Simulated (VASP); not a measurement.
Set up this calculation in VASP 6.6.1, as the native input.

```yaml
Task: relaxation of cell and atoms
Functional: PBEsol
Potentials_or_basis: VASP PAW PBE potentials, release 64 (Ta_pv)
Cutoff: 600 eV
k_mesh: 11 × 11 × 11
Occupations: fermi-dirac, width 0.05 eV
Spin: no spin polarisation
Dipole_correction: no
Further_INCAR_settings: ALGO = Normal; EDIFF = 1e-07; IBRION = 2; EDIFFG = -0.01; NSW = 60; ISIF = 3
```

The structure of Ta lies in POSCAR:

```
Ta
1.0
   -1.6512800000      1.6512800000      1.6512800000
    1.6512800000     -1.6512800000      1.6512800000
    1.6512800000      1.6512800000     -1.6512800000
Ta
1
Direct
    0.0000000000      0.0000000000      0.0000000000
```

The input as run:

INCAR

```
SYSTEM = Ta
PREC = Accurate ; ENCUT = 600
EDIFF = 1E-7 ; ISMEAR = -1
SIGMA = 0.05 ; LREAL = .FALSE.
LASPH = .TRUE. ; NELM = 100
ALGO = Normal ; ISIF = 3
LWAVE = .FALSE. ; LCHARG = .FALSE.
GGA = PS ; IBRION = 2
NSW = 60 ; EDIFFG = -0.01
```

KPOINTS

```
regular mesh
0
G
  11 11 11
  0 0 0
```

Potentials or basis: VASP PAW PBE potentials, release 64 (Ta_pv).

Launch:

```sh
$ cat potpaw_PBE.64/Ta_pv/POTCAR > POTCAR
$ mpirun -np 1 vasp_std > vasp.out
```

It gave:

```yaml
Relaxed_volume: 17.65 Å³/atom
Relaxed_cell: a = 2.841 Å, b = 2.841 Å, c = 2.841 Å, α = 109.47°, β = 109.47°, γ = 109.47°
Space_group_after_relaxing_to_0.05_Å: Im-3m (No. 229)
Energy_gained_by_relaxing: 4.8 meV/atom
Ionic_steps: 3
Pressure_after_relaxing: -0.1 GPa
```

Caveat: the PAW data sets were made with another functional, which shifts forces and pressure a little.

Run time: 23 s on 1 thread of AMD EPYC 7R43 64-Core Processor (Zen 3) (shared host), peak memory 0.12 GiB.
